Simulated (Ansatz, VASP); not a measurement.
HfPdCl3 in VASP and in Ansatz

```
Hf Pd Cl
1.0
     4.81684    0.00000    0.00000
     0.00000    4.81684    0.00000
     0.00000    0.00000    4.81684
Hf Pd Cl
1 1 3
Cartesian
  0.0000 0.0000 0.0000
  2.4084 2.4084 2.4084
  0.0000 2.4084 2.4084
  2.4084 0.0000 2.4084
  2.4084 2.4084 0.0000
```

Alike in both runs: functional r2SCAN; k mesh 8 × 8 × 8; occupations gaussian, width 0.1 eV; no spin polarisation.

Ansatz relaxed the structure, and its values are those at the end. VASP's run is a single point on that final structure, the one shown.

```csv
,VASP,Ansatz
version,VASP 6.6.1,Ansatz 0.2.0
potentials or method,"VASP PAW PBE potentials, release 64 (Hf_pv, Pd, Cl), cutoff 520 eV","scalar-relativistic, plane waves, PAW"
valence electrons in the cell,41,65
```

```csv
,VASP,Ansatz,Ansatz less VASP
gap on the k mesh at the Fermi level (eV),none,none,-
pressure (GPa),0.0,0.0,+0.01
```

VASP's potentials were made for PBE, not for r2SCAN. A gap of «none» marks a metal or a gap that the smearing closes. VASP's potentials hold 41 valence electrons a cell and Ansatz's 65, so a difference there can come from the potentials and not from the codes.

Spin-orbit coupling is off throughout.
